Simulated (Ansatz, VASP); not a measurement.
## Two plane-wave programs on FeRu

```
Fe Ru
1.0
     2.74455    0.00000    0.00000
    -1.37227    2.37685    0.00000
     0.00000    0.00000    4.22693
Fe Ru
1 1
Direct
  0.00000 0.00000 0.50000
  0.66667 0.33333 0.00000
```

Change from the starting cell: volume scaled by 1.12, no spin polarisation, PAW files.

Alike in both runs: task single point; functional LDA; k mesh 12 × 12 × 7; occupations fermi-dirac, width 0.05 eV; no spin polarisation.

|  | VASP | Ansatz |
| --- | --- | --- |
| version | VASP 6.6.1 | Ansatz 0.2.0 |
| potentials or method | VASP PAW LDA potentials, release 64 (Fe, Ru_pv) | PAW with Ansatz's default frozen-core files, scalar-relativistic |
| plane-wave cutoff (eV) | 520 | 420 |
| valence electrons in the cell | 22 | 32 |

VASP gave:

```
pressure (GPa)                                                : -40.7
traceless stress, the component that is largest in VASP (GPa) : -0.40
```

Q: Estimate Ansatz's values.

A: Pressure (GPa): -41.1; traceless stress, the component that is largest in VASP (GPa): -0.30.

LDA's correlation is that of Perdew and Zunger in VASP and of Perdew and Wang (1992) in Ansatz. Both programs put the cell under strong tension, so it lies far from rest at this level. VASP's potentials hold 22 valence electrons a cell and Ansatz's 32, so a difference there can come from the potentials and not from the codes.

Noted on VASP's run: the cell as given lies far from equilibrium.
